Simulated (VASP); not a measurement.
A run of VASP 6.6.1:

File INCAR:

```
AGGAC = 1.0 ; AGGAX = 1.0
ALDAC = 0.0 ; ALDAX = 1.0
ALGO = Normal ; EDIFF = 1E-7
ENCUT = 520 ; GGA = B5
ISIF = 2 ; ISMEAR = 0
LASPH = True ; LCHARG = False
LREAL = False ; LWAVE = False
NBANDS = 27 ; NELM = 60
PREC = Accurate ; SIGMA = 0.1
```

Contents of KPOINTS:

```
k-points
0
Gamma
  3 3 3
```

Contents of POSCAR:

```
Rb3Ag
1.0
    6.1361480000      0.0000000000      0.0000000000
    0.0000000000      6.1361480000      0.0000000000
    0.0000000000      0.0000000000      6.1361480000
Rb Ag
3 1
Direct
    0.0000000000      0.5000000000      0.5000000000
    0.5000000000      0.0000000000      0.5000000000
    0.5000000000      0.5000000000      0.0000000000
    0.0000000000      0.0000000000      0.0000000000
```

Potentials or basis: VASP PAW PBE potentials, release 64 (Rb_sv, Ag).

Launch:

```sh
$ cat potpaw_PBE.64/Rb_sv/POTCAR potpaw_PBE.64/Ag/POTCAR > POTCAR
$ mpirun -np 1 vasp_std > vasp.out
```

Hardware: 1 thread of Intel Xeon 8259CL, on a shared host.

**Question.** How long does it take, and how much memory?

**Answer.** Wall time 73 s on 1 thread of Intel Xeon 8259CL (shared host), peak memory 0.31 GiB. Counts: scf iterations 14, k points 4.
